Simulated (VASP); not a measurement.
# AlGa2N3 (P-3m1) in VASP: further runs, part 2 of 2

VASP 6.6.1. Earlier steps stand in the parts before.

## Step 4: Single point, PBE

INCAR reads:

```
SYSTEM = AlGa2N3
  ALGO = Normal
  EDIFF = 1E-7
  ENCUT = 520
  GGA = PE
  ISIF = 2
  ISMEAR = 0
  LASPH = .True.
  LCHARG = .True.
  LELF = .True.
  LREAL = .False.
  LVHAR = .True.
  LWAVE = .False.
  NBANDS = 31
  NELM = 60
  PREC = Accurate
  SIGMA = 0.1
```

KPOINTS reads:

```
k-points
0
Gamma
  6 6 4
  0 0 0
```

POSCAR reads:

```
AlGa2N3
1.0
    2.9717150380      0.0000000000      0.0000000000
   -1.4858575190      2.5735807157      0.0000000000
    0.0000000000      0.0000000000      7.2846908997
Al Ga N
1 2 3
Direct
    0.0000000000      0.0000000000      0.5000000000
    0.3333333333      0.6666666667      0.1699740162
    0.6666666667      0.3333333333      0.8300259838
    0.3333333333      0.6666666667      0.6574510475
    0.6666666667      0.3333333333      0.3425489525
    0.0000000000      0.0000000000      0.0000000000
```

Potentials or basis: VASP PAW PBE potentials, release 64 (Al, Ga_d, N).

On the command line:

```bash
cat potpaw_PBE.64/Al/POTCAR potpaw_PBE.64/Ga_d/POTCAR potpaw_PBE.64/N/POTCAR > POTCAR
mpirun -np 1 vasp_std > vasp.out
```

OUTCAR:

```text
SYSTEM = AlGa2N3
   EDIFF = 1E-7
   ENCUT = 520
   GGA = PE
   ISIF = 2
   ISMEAR = 0
   LASPH = .True.
   LREAL = .False.
   NELM = 60
   PREC = Accurate

 ion  position               nearest neighbor table
   1  0.000  0.000  0.500-   4 2.06   5 2.06   4 2.06   5 2.06   5 2.06   4 2.06   2 2.95   3 2.95
                             2 2.95   3 2.95   2 2.95   3 2.95
   2  0.333  0.667  0.170-   6 2.12   6 2.12   6 2.12   5 2.13   5 2.13   5 2.13   1 2.95   1 2.95
                             1 2.95
   3  0.667  0.333  0.830-   6 2.12   6 2.12   6 2.12   4 2.13   4 2.13   4 2.13   1 2.95   1 2.95
                             1 2.95
   4  0.333  0.667  0.657-   1 2.06   1 2.06   1 2.06   3 2.13   3 2.13   3 2.13
   5  0.667  0.333  0.343-   1 2.06   1 2.06   1 2.06   2 2.13   2 2.13   2 2.13
   6  0.000  0.000  0.000-   2 2.12   3 2.12   2 2.12   3 2.12   3 2.12   2 2.12

  LATTYP: Found a hexagonal cell.
 ALAT       =     2.9717150380
 C/A-ratio  =     2.4513423416

  Lattice vectors:

 A1 = (   2.9717150380,   0.0000000000,   0.0000000000)
 A2 = (  -1.4858575190,   2.5735807157,   0.0000000000)
 A3 = (   0.0000000000,   0.0000000000,   7.2846908997)

Analysis of symmetry for initial positions (statically):
=====================================================================
 Subroutine PRICEL returns:
 Original cell was already a primitive cell.

 Routine SETGRP: Setting up the symmetry group for a
 hexagonal supercell.

 Subroutine GETGRP returns: Found 12 space group operations
 (whereof 12 operations were pure point group operations)
 out of a pool of 24 trial point group operations.

The static configuration has the point symmetry D_3d.

Analysis of symmetry for dynamics (positions and initial velocities):
=====================================================================
 Subroutine PRICEL returns:
 Original cell was already a primitive cell.

 Routine SETGRP: Setting up the symmetry group for a
 hexagonal supercell.

[... 133 lines left out ...]
  Fermi-wavevector in a.u.,A,eV,Ry     =   1.513237  2.859604 31.155804  2.289887
  Thomas-Fermi vector in A             =   2.623055
   LORBIT       =      0    0 simple, 1 ext, 2 COOP (PROOUT), +10 PAW based schemes
   GGA     = PE    functional components
   LHFCALC =     F    Hartree Fock is set to
   AEXX    =    0.0000 exact exchange contribution
   IVDW    =     0    specifies the selected vdW correction
   LEPSILON=     F    determine dielectric tensor
   LRPA    =     F    only Hartree local field effects (RPA)
 non-spin polarized calculation
 Gauss-broadening in eV      SIGMA  =   0.10
  energy-cutoff  :      520.00
  volume of cell :       55.71
 maximum number of plane-waves:      1533
 NGX is ok and might be reduce to    24
   NGX = 11   NGY = 11   NGZ = 27

 number of electron      44.0000011 magnetization

 Free energy of the ion-electron system (eV)
  ---------------------------------------------------
  ext. energy  EPLUGINS =         0.00000000
  ---------------------------------------------------
  free energy    TOTEN  =       -36.81361971 eV

  energy without entropy =      -36.81361971  energy(sigma->0) =      -36.81361971

 E-fermi :   8.6884     XC(G=0): -12.7002

 val. band max:        8.1716933975   @ k =   0.1667   0.1667   0.0000
 cond. band min:       9.6465296980   @ k =   0.5000   0.0000   0.0000
 fundamental gap:      1.4748363005
 Fermi energy:         8.6883970472

 k-point     1 :       0.0000    0.0000    0.0000
  band No.  band energies     occupation
      1      -8.9146      2.00000
      2      -7.0159      2.00000
      3      -6.9580      2.00000
      4      -5.8378      2.00000
      5      -5.8378      2.00000
      6      -5.8004      2.00000
[... 805 lines left out ...]
     30      19.2125      0.00000
     31      19.2125      0.00000

------------------------ aborting loop because EDIFF is reached ----------------------------------------

  FORCE on cell =-STRESS in cart. coord.  units (eV):
  Direction    XX          YY          ZZ          XY          YZ          ZX
  --------------------------------------------------------------------------------------
  -------------------------------------------------------------------------------------
  Total        0.1768307      0.1768307      0.1800173      0.0000000     -0.0000000      0.0000000
  in kB        5.0852486      5.0852486      5.1768886      0.0000000     -0.0000000      0.0000000
  external PRESSURE =       5.1157952 kB  Pullay stress =       0.0000000 kB

 VOLUME and BASIS-vectors are now :
 -----------------------------------------------------------------------------
  energy-cutoff  :      520.00
  volume of cell :       55.71
      direct lattice vectors                 reciprocal lattice vectors
     2.971715038  0.000000000  0.000000000     0.336506020  0.194281841  0.000000000
    -1.485857519  2.573580716  0.000000000     0.000000000  0.388563682  0.000000000
     0.000000000  0.000000000  7.284690900     0.000000000  0.000000000  0.137274184

 POSITION                                       TOTAL-FORCE (eV/Angst)
 -----------------------------------------------------------------------------------
      0.00000      0.00000      3.64235        -0.000000      0.000000      0.000000
     -0.00000      1.71572      1.23821        -0.000000      0.000000      0.004388
      1.48586      0.85786      6.04648         0.000000      0.000000     -0.004388
     -0.00000      1.71572      4.78933         0.000000     -0.000000     -0.045917
      1.48586      0.85786      2.49536        -0.000000      0.000000      0.045917
      0.00000      0.00000      0.00000        -0.000000      0.000000      0.000000
 -----------------------------------------------------------------------------------
    total drift:                               -0.000000      0.000000      0.000000

  FREE ENERGIE OF THE ION-ELECTRON SYSTEM (eV)
  ---------------------------------------------------
  free  energy   TOTEN  =       -36.8136197132 eV

  energy  without entropy=      -36.8136197132  energy(sigma->0) =      -36.81361971
```

OSZICAR:

```text
N       E                     dE             d eps       ncg     rms          rms(c)
DAV:   1     0.371265494832E+03    0.37127E+03   -0.20699E+04  1705   0.243E+03
DAV:   2     0.137840753797E+02   -0.35748E+03   -0.33261E+03  1593   0.557E+02
DAV:   3    -0.397232473527E+02   -0.53507E+02   -0.52381E+02  1691   0.154E+02
DAV:   4    -0.423148200564E+02   -0.25916E+01   -0.25799E+01  2058   0.362E+01
DAV:   5    -0.423542366889E+02   -0.39417E-01   -0.39395E-01  1716   0.452E+00    0.128E+01
DAV:   6    -0.367237071024E+02    0.56305E+01   -0.15268E+01  2524   0.544E+01    0.370E+00
DAV:   7    -0.368556954141E+02   -0.13199E+00   -0.24226E+00  1685   0.956E+00    0.304E+00
DAV:   8    -0.368266097932E+02    0.29086E-01   -0.20217E-01  2078   0.518E+00    0.707E-01
DAV:   9    -0.368139472413E+02    0.12663E-01   -0.39906E-02  2593   0.337E+00    0.329E-01
DAV:  10    -0.368135121102E+02    0.43513E-03   -0.74783E-03  1708   0.545E-01    0.144E-01
DAV:  11    -0.368135925435E+02   -0.80433E-04   -0.66602E-04  2449   0.196E-01    0.509E-02
DAV:  12    -0.368136163889E+02   -0.23845E-04   -0.85264E-05  1996   0.786E-02    0.150E-02
DAV:  13    -0.368136196418E+02   -0.32529E-05   -0.18245E-05  2119   0.391E-02    0.521E-03
DAV:  14    -0.368136196934E+02   -0.51557E-07   -0.39353E-06  2186   0.262E-02    0.242E-03
DAV:  15    -0.368136197132E+02   -0.19840E-07   -0.47198E-07  1797   0.537E-03
   1 F= -.36813620E+02 E0= -.36813620E+02  d E =-.695030E-14
```

stdout:

```text
POSCAR found type information on POSCAR AlGaN
 POSCAR found :  3 types and       6 ions
 scaLAPACK will be used
 LDA part: xc-table for (Slater+PW92), standard interpolation
 POSCAR, INCAR and KPOINTS ok, starting setup
 FFT: planning ... GRIDC
 FFT: planning ... GRID_SOFT
 FFT: planning ... GRID
 WAVECAR not read
 entering main loop
```

Wall time 72 s (1 thread of Intel Xeon 8259CL, shared host); peak memory 0.2 GiB.

Results:

```yaml
Free_energy: -36.8136 eV
Pressure: 0.5 GPa
Largest_force: 0.046 eV/Å
Band_gap_on_the_k_mesh: 1.47 eV (least direct gap 2.42 eV)
```

Forces in eV/Å, atoms in the order of the input:
```
Al   0.000  0.000  0.000
Ga   0.000  0.000  0.004
Ga   0.000  0.000 -0.004
N    0.000  0.000 -0.046
N    0.000  0.000  0.046
N    0.000  0.000  0.000
```

A k mesh can miss the band edges.

## Step 5: The runs side by side

| cell | k mesh | gap on the mesh (eV) | pressure (GPa) | largest force (eV/Å) |
| --- | --- | --- | --- | --- |
| a = 2.972, b = 2.972, c = 7.285 Å, angles 90.0, 90.0, 120.0°, 6 atoms, atomic positions A | 6 × 6 × 2 | 1.47 | 0.5 | 0.04 |
| a = 3.403, b = 3.403, c = 8.335 Å, angles 90.0, 90.0, 120.0°, 6 atoms, atomic positions B | 6 × 6 × 2 | none | -34.7 | 0.65 |
| a = 2.972, b = 2.972, c = 7.285 Å, angles 90.0, 90.0, 120.0°, 6 atoms, atomic positions A | 6 × 6 × 4 | 1.47 | 0.5 | 0.05 |

Alike in all rows: task single point; level PBE; potentials or basis VASP PAW PBE potentials, release 64 (Al, Ga_d, N); no spin polarisation; cutoff (eV) 520; smearing gaussian 0.1 eV.

Caveats: some runs use coarse meshes; semilocal functionals underestimate gaps, and a narrow one can read as zero (at least some runs).

Absolute energies hang on the potentials; compare differences alone.

The gap in the log of VASP goes by the Fermi energy; the results here count the filled bands.